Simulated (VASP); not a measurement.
# InAs (Fm-3m) in VASP: single point with PBEsol

Aim: the single point of InAs with PBEsol.

All numbers are computed with VASP 6.6.1; they aren't measurements. Logs are shortened: lines on timing, memory, paths and dates and some standing lists are left out, and cuts for length are marked.

## Step 1: The cell of the first run

Symmetry: Fm-3m, No. 225, cubic system. Conventional cell: a = 5.663 Å, b = 5.663 Å, c = 5.663 Å, α = 90.00°, β = 90.00°, γ = 90.00°. In (site symmetry m-3m) has 6 As at 2.83 Å within 3.7 Å. As (site symmetry m-3m) has 6 In at 2.83 Å within 3.7 Å.

## Step 2: Single point, PBEsol (P replaced by As, lengths x 1.029, strained)

Contents of INCAR:

```
ALGO = Normal
EDIFF = 1E-7
ENCUT = 520
GGA = PS
ISIF = 2
ISMEAR = 0
LASPH = True
LCHARG = False
LREAL = False
LWAVE = False
NBANDS = 16
NELM = 100
PREC = Accurate
SIGMA = 0.1
```

Contents of KPOINTS:

```
k-points
0
Gamma
  14 14 14
```

Contents of POSCAR:

```
InAs
1.0
    0.0000000000      2.8313028808      2.8313028808
    2.8313028808      0.0000000000      2.8313028808
    2.8313028808      2.8313028808      0.0000000000
In As
1 1
Direct
    0.0000000000      0.0000000000      0.0000000000
    0.5000000000      0.5000000000      0.5000000000
```

Potentials or basis: VASP PAW PBE potentials, release 64 (In_d, As).

Started as:

```sh
cat potpaw_PBE.64/In_d/POTCAR potpaw_PBE.64/As/POTCAR > POTCAR
mpirun -np 1 vasp_std > vasp.out
```

OUTCAR:

```text
EDIFF = 1E-7
   ENCUT = 520
   GGA = PS
   ISIF = 2
   ISMEAR = 0
   LASPH = True
   LREAL = False
   NELM = 100
   PREC = Accurate

 ion  position               nearest neighbor table
   1  0.000  0.000  0.000-   2 2.83   2 2.83   2 2.83   2 2.83   2 2.83   2 2.83
   2  0.500  0.500  0.500-   1 2.83   1 2.83   1 2.83   1 2.83   1 2.83   1 2.83

  LATTYP: Found a face centered cubic cell.
 ALAT       =     5.6626057616

  Lattice vectors:

 A1 = (   0.0000000000,   2.8313028808,   2.8313028808)
 A2 = (   2.8313028808,   0.0000000000,   2.8313028808)
 A3 = (   2.8313028808,   2.8313028808,   0.0000000000)

Analysis of symmetry for initial positions (statically):
=====================================================================
 Subroutine PRICEL returns:
 Original cell was already a primitive cell.

 Routine SETGRP: Setting up the symmetry group for a
 face centered cubic supercell.

 Subroutine GETGRP returns: Found 48 space group operations
 (whereof 48 operations were pure point group operations)
 out of a pool of 48 trial point group operations.

The static configuration has the point symmetry O_h .

Analysis of symmetry for dynamics (positions and initial velocities):
=====================================================================
 Subroutine PRICEL returns:
 Original cell was already a primitive cell.

 Routine SETGRP: Setting up the symmetry group for a
 face centered cubic supercell.

 Subroutine GETGRP returns: Found 48 space group operations
 (whereof 48 operations were pure point group operations)
 out of a pool of 48 trial point group operations.

The dynamic configuration has the point symmetry O_h .

 Subroutine INISYM returns: Found 48 space group operations
 (whereof 48 operations are pure point group operations),
 and found     1 'primitive' translations

----------------------------------------------------------------------------------------

                                     Primitive cell

  volume of cell :      45.3930

  direct lattice vectors                    reciprocal lattice vectors
     0.000000000  2.831302881  2.831302881    -0.176597143  0.176597143  0.176597143
     2.831302881  0.000000000  2.831302881     0.176597143 -0.176597143  0.176597143
     2.831302881  2.831302881  0.000000000     0.176597143  0.176597143 -0.176597143

  length of vectors
     4.004066933  4.004066933  4.004066933     0.305875224  0.305875224  0.305875224

  position of ions in fractional coordinates (direct lattice)
     0.000000000  0.000000000  0.000000000
     0.500000000  0.500000000  0.500000000

[... 78 lines left out ...]
   EDIFFG = 0.1E-05   stopping-criterion for IOM
   NSW    =      0    number of steps for IOM
   IBRION =     -1    ionic relax: 0-MD 1-quasi-New 2-CG
   NFREE  =      0    steps in history (QN), initial steepest desc. (CG)
   ISIF   =      2    stress and relaxation
   ISYM   =      2    0-nonsym 1-usesym 2-fastsym
   POTIM  = 0.5000    time-step for ionic-motion
   TEBEG  =    0.0;   TEEND  =   0.0 temperature during run
   PSTRESS=    0.0 pullay stress
   NELECT =      18.0000    total number of electrons
   NUPDOWN=      -1.0000    fix difference up-down
   EMIN   =  10.00;   EMAX   =-10.00  energy-range for DOS
   EFERMI =   0.00;   METHOD = LEGACY
   ISMEAR =     0;   SIGMA  =   0.10  broadening in eV -4-tet -1-fermi 0-gaus
   EFERMI_NEDOS =   21; number of points for ismear=-14 and -15
   IALGO  =     38    algorithm
   IMIX   =      4    mixing-type and parameters
     AMIX     =   0.40;   BMIX     =  1.00
     AMIX_MAG =   1.60;   BMIX_MAG =  1.00
  volume/ion in A,a.u.               =      22.70       153.16
  Fermi-wavevector in a.u.,A,eV,Ry     =   1.202733  2.272836 19.681744  1.446567
  Thomas-Fermi vector in A             =   2.338506
   LORBIT       =      0    0 simple, 1 ext, 2 COOP (PROOUT), +10 PAW based schemes
   GGA     = PS    functional components
   LHFCALC =     F    Hartree Fock is set to
   AEXX    =    0.0000 exact exchange contribution
   IVDW    =     0    specifies the selected vdW correction
   LEPSILON=     F    determine dielectric tensor
   LRPA    =     F    only Hartree local field effects (RPA)
 non-spin polarized calculation
 Gauss-broadening in eV      SIGMA  =   0.10
  energy-cutoff  :      520.00
  volume of cell :       45.39
 maximum number of plane-waves:      1243
 NGX is ok and might be reduce to    30
   NGX = 15   NGY = 15   NGZ = 15

 number of electron      17.9999991 magnetization

 Free energy of the ion-electron system (eV)
  ---------------------------------------------------
  ext. energy  EPLUGINS =         0.00000000
  ---------------------------------------------------
  free energy    TOTEN  =        -8.21800131 eV

  energy without entropy =       -8.21236291  energy(sigma->0) =       -8.21518211

 E-fermi :   6.2935     XC(G=0): -10.4712

 val. band max:        6.2919914169   @ k =   0.2857   0.0000   0.0000
 cond. band min:       6.3082523844   @ k =   0.3571   0.1429   0.0714
 fundamental gap:      0.0162609675
 Fermi energy:         6.2934736398

 k-point     1 :       0.0000    0.0000    0.0000
  band No.  band energies     occupation
      1      -7.9769      2.00000
      2      -7.9769      2.00000
      3      -7.9529      2.00000
      4      -7.9529      2.00000
      5      -7.9529      2.00000
      6      -6.1229      2.00000
[... 433 lines left out ...]
      3      -7.9637      2.00000
      4      -7.9211      2.00000
      5      -7.9101      2.00000
      6      -5.2516      2.00000
[... 8 lines left out ...]
     15      16.2468      0.00000
     16      16.6115      0.00000

 [... further k-points ...]

------------------------ aborting loop because EDIFF is reached ----------------------------------------

  FORCE on cell =-STRESS in cart. coord.  units (eV):
  Direction    XX          YY          ZZ          XY          YZ          ZX
  --------------------------------------------------------------------------------------
  -------------------------------------------------------------------------------------
  Total       -0.0874402     -0.0874402     -0.0874402     -0.0000000      0.0000000      0.0000000
  in kB       -3.0862603     -3.0862603     -3.0862603     -0.0000000      0.0000000      0.0000000
  external PRESSURE =      -3.0862603 kB  Pullay stress =       0.0000000 kB

 VOLUME and BASIS-vectors are now :
 -----------------------------------------------------------------------------
  energy-cutoff  :      520.00
  volume of cell :       45.39
      direct lattice vectors                 reciprocal lattice vectors
     0.000000000  2.831302881  2.831302881    -0.176597143  0.176597143  0.176597143
     2.831302881  0.000000000  2.831302881     0.176597143 -0.176597143  0.176597143
     2.831302881  2.831302881  0.000000000     0.176597143  0.176597143 -0.176597143

 POSITION                                       TOTAL-FORCE (eV/Angst)
 -----------------------------------------------------------------------------------
      0.00000      0.00000      0.00000        -0.000000     -0.000000     -0.000000
      2.83130      2.83130      2.83130         0.000000      0.000000      0.000000
 -----------------------------------------------------------------------------------
    total drift:                               -0.000000      0.000000      0.000000

  FREE ENERGIE OF THE ION-ELECTRON SYSTEM (eV)
  ---------------------------------------------------
  free  energy   TOTEN  =        -8.2180013144 eV

  energy  without entropy=       -8.2123629127  energy(sigma->0) =       -8.21518211
```

stdout:

```text
POSCAR found type information on POSCAR InAs
 POSCAR found :  2 types and       2 ions
 scaLAPACK will be used
 -----------------------------------------------------------------------------
|                                                                             |
|                                                                             |
|     You enforced a specific xc type in the INCAR file but a different       |
|     I HOPE YOU KNOW WHAT YOU ARE DOING!                                     |
|                                                                             |
 -----------------------------------------------------------------------------

 LDA part: xc-table for (Slater+PW92), standard interpolation
 POSCAR, INCAR and KPOINTS ok, starting setup
 FFT: planning ... GRIDC
 FFT: planning ... GRID_SOFT
 FFT: planning ... GRID
 WAVECAR not read
 entering main loop
```

Run time: 67 s. Hardware: 1 thread of AMD EPYC 7R43 (Zen 3), shared host; peak memory 0.19 GiB.

Results:

```
Free energy            : -8.2180 eV
Pressure               : -0.3 GPa
Band gap on the k mesh : zero (band 9 reaches 6.73 eV, above the bottom of band 10 at 3.93 eV)
```

Levels at points of the mesh, in eV from the Fermi level:
| k point | band 6 | band 7 | band 8 | band 9 | band 10 | band 11 | band 12 | band 13 |
| --- | --- | --- | --- | --- | --- | --- | --- | --- |
| (0.00, 0.00, 0.00) | -12.42 | -0.34 | -0.19 | -0.19 | -0.19 | 7.22 | 7.22 | 7.22 |
| (0.50, 0.00, 0.00) | -10.58 | -6.77 | 0.24 | 0.24 | 2.13 | 3.27 | 3.27 | 4.71 |
| (0.50, 0.50, 0.00) | -9.56 | -4.99 | -2.91 | -2.36 | -2.36 | 3.76 | 9.57 | 9.57 |

Caveat: the cell differs from its parent crystal (P replaced by As, lengths x 1.029, strained); the PAW data sets were made with another functional, which shifts forces and pressure a little; spin-orbit coupling is left out, which moves the levels of the heavy elements.
